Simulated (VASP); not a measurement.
# LiCl (P6_3/mmc) in VASP: notebook, part 2 of 2

VASP 6.6.1.

### 4 Single point, r2SCAN

POSCAR

```
LiCl
1.0
    3.5749486091      0.0000000000      0.0000000000
   -1.7874743045      3.0959963127      0.0000000000
    0.0000000000      0.0000000000      6.0240820259
Li Cl
2 2
Direct
    0.0000000000      0.0000000000      0.0000000000
    0.0000000000      0.0000000000      0.5000000000
    0.3333333333      0.6666666667      0.2500000000
    0.6666666667      0.3333333333      0.7500000000
```

INCAR.step1

```
ALGO = Normal ; EDIFF = 1E-4
ENCUT = 520 ; GGA = PE
ISMEAR = 0 ; LASPH = True
LCHARG = False ; LREAL = False
LWAVE = True ; NBANDS = 18
NELM = 60 ; PREC = Accurate
SIGMA = 0.01
```

INCAR.step2

```
ALGO = Normal ; EDIFF = 1E-6
ENCUT = 520 ; ISIF = 2
ISMEAR = 0 ; ISTART = 1
LASPH = True ; LCHARG = True
LELF = True ; LMIXTAU = True
LREAL = False ; LVHAR = True
LWAVE = False ; METAGGA = R2SCAN
NBANDS = 18 ; NELM = 60
PREC = Accurate ; SIGMA = 0.01
```

KPOINTS

```
k-points
0
Gamma
  6 6 4
```

Potentials or basis: VASP PAW PBE potentials, release 64 (Li_sv, Cl).

Run with:

```
cat potpaw_PBE.64/Li_sv/POTCAR potpaw_PBE.64/Cl/POTCAR > POTCAR
cp INCAR.step1 INCAR
mpirun -np 1 vasp_std > vasp.out
cp INCAR.step2 INCAR
mpirun -np 1 vasp_std > vasp.out
```

OUTCAR:

```text
EDIFF = 1E-6
   ENCUT = 520
   ISIF = 2
   ISMEAR = 0
   ISTART = 1
   LASPH = True
   LREAL = False
   METAGGA = R2SCAN
   NELM = 60
   PREC = Accurate

 ion  position               nearest neighbor table
   1  0.000  0.000  0.000-   3 2.56   4 2.56   3 2.56   4 2.56   4 2.56   3 2.56
   2  0.000  0.000  0.500-   3 2.56   4 2.56   3 2.56   4 2.56   4 2.56   3 2.56
   3  0.333  0.667  0.250-   1 2.56   2 2.56   1 2.56   2 2.56   1 2.56   2 2.56
   4  0.667  0.333  0.750-   1 2.56   2 2.56   1 2.56   2 2.56   1 2.56   2 2.56

  LATTYP: Found a hexagonal cell.
 ALAT       =     3.5749486091
 C/A-ratio  =     1.6850821325

  Lattice vectors:

 A1 = (   3.5749486091,   0.0000000000,   0.0000000000)
 A2 = (  -1.7874743045,   3.0959963127,   0.0000000000)
 A3 = (   0.0000000000,   0.0000000000,   6.0240820259)

Analysis of symmetry for initial positions (statically):
=====================================================================
 Subroutine PRICEL returns:
 Original cell was already a primitive cell.

 Routine SETGRP: Setting up the symmetry group for a
 hexagonal supercell.
[... 169 lines left out ...]

 E-fermi :   0.4073     XC(G=0):  -9.2167

 val. band max:        0.3253876651   @ k =   0.0000   0.0000   0.0000
 cond. band min:       7.6549657140   @ k =   0.0000   0.0000   0.0000
 fundamental gap:      7.3295780489
 Fermi energy:         0.4073428384

 k-point     1 :       0.0000    0.0000    0.0000
  band No.  band energies     occupation
      1     -44.5597      2.00000
      2     -44.5522      2.00000
      3     -13.7545      2.00000
      4     -13.2168      2.00000
      5      -2.6385      2.00000
      6       0.0999      2.00000
[... 418 lines left out ...]
      5      -2.2178      2.00000
      6      -2.2178      2.00000
[... 10 lines left out ...]
     17      12.7499      0.00000
     18      12.7499      0.00000

------------------------ aborting loop because EDIFF is reached ----------------------------------------

  FORCE on cell =-STRESS in cart. coord.  units (eV):
  Direction    XX          YY          ZZ          XY          YZ          ZX
  --------------------------------------------------------------------------------------
  -------------------------------------------------------------------------------------
  Total       -0.2270202     -0.2270202     -0.1842176     -0.0000000      0.0000000      0.0000000
  in kB       -5.4552424     -5.4552424     -4.4267047     -0.0000000      0.0000000      0.0000000
  external PRESSURE =      -5.1123965 kB  Pullay stress =       0.0000000 kB

 VOLUME and BASIS-vectors are now :
 -----------------------------------------------------------------------------
  energy-cutoff  :      520.00
  volume of cell :       66.67
      direct lattice vectors                 reciprocal lattice vectors
     3.574948609  0.000000000  0.000000000     0.279724301  0.161498900  0.000000000
    -1.787474305  3.095996313  0.000000000     0.000000000  0.322997801  0.000000000
     0.000000000  0.000000000  6.024082026     0.000000000  0.000000000  0.166000396

 POSITION                                       TOTAL-FORCE (eV/Angst)
 -----------------------------------------------------------------------------------
      0.00000      0.00000      0.00000        -0.000000      0.000000      0.000000
      0.00000      0.00000      3.01204        -0.000000      0.000000      0.000000
     -0.00000      2.06400      1.50602         0.000000     -0.000000     -0.000000
      1.78747      1.03200      4.51806        -0.000000      0.000000      0.000000
 -----------------------------------------------------------------------------------
    total drift:                                0.000000     -0.000000     -0.000000

  FREE ENERGIE OF THE ION-ELECTRON SYSTEM (eV)
  ---------------------------------------------------
  free  energy   TOTEN  =       -25.1069430337 eV

  energy  without entropy=      -25.1069430337  energy(sigma->0) =      -25.10694303
```

OUTCAR.step1:

```text
EDIFF = 1E-4
   ENCUT = 520
   GGA = PE
   ISMEAR = 0
[... 667 lines left out ...]
      0.00000      0.00000      0.00000        -0.000000      0.000000     -0.000000
      0.00000      0.00000      3.01204        -0.000000      0.000000     -0.000000
     -0.00000      2.06400      1.50602         0.000000      0.000000      0.000000
      1.78747      1.03200      4.51806        -0.000000      0.000000     -0.000000
 -----------------------------------------------------------------------------------
    total drift:                                0.000000     -0.000000     -0.000000

  FREE ENERGIE OF THE ION-ELECTRON SYSTEM (eV)
  ---------------------------------------------------
  free  energy   TOTEN  =       -14.7084314984 eV

  energy  without entropy=      -14.7084314984  energy(sigma->0) =      -14.70843150
```

OSZICAR.step1:

```text
N       E                     dE             d eps       ncg     rms          rms(c)
DAV:   1     0.113866441437E+03    0.11387E+03   -0.85211E+03   756   0.107E+03
DAV:   2    -0.489157927237E+01   -0.11876E+03   -0.11321E+03   970   0.224E+02
DAV:   3    -0.146424637267E+02   -0.97509E+01   -0.97055E+01  1346   0.576E+01
DAV:   4    -0.148256261410E+02   -0.18316E+00   -0.18284E+00  1034   0.823E+00
DAV:   5    -0.148341070048E+02   -0.84809E-02   -0.84795E-02  1140   0.147E+00    0.341E+00
DAV:   6    -0.146991482789E+02    0.13496E+00   -0.22585E-01   962   0.237E+00    0.244E+00
DAV:   7    -0.147012544631E+02   -0.21062E-02   -0.94919E-02  1112   0.161E+00    0.124E+00
DAV:   8    -0.147084579097E+02   -0.72034E-02   -0.16251E-02   886   0.798E-01    0.194E-01
DAV:   9    -0.147084314984E+02    0.26411E-04   -0.69088E-04  1078   0.183E-01
   1 F= -.14708431E+02 E0= -.14708431E+02  d E =-.455776E-39
```

It took 50 s on 1 thread of Intel Xeon 6975P-C (Granite Rapids), shared host; peak memory 0.19 GiB.

Results:

* Free energy: -25.1069 eV
* Band gap on the k mesh: 7.33 eV, direct

Caveat: the cutoff is under 1.25 times the usual one of these potentials, so pressure, stress and relaxed cells hold a basis-set (Pulay) error; the PAW data sets were made with another functional, which shifts forces and pressure a little. A k mesh can miss the band edges.
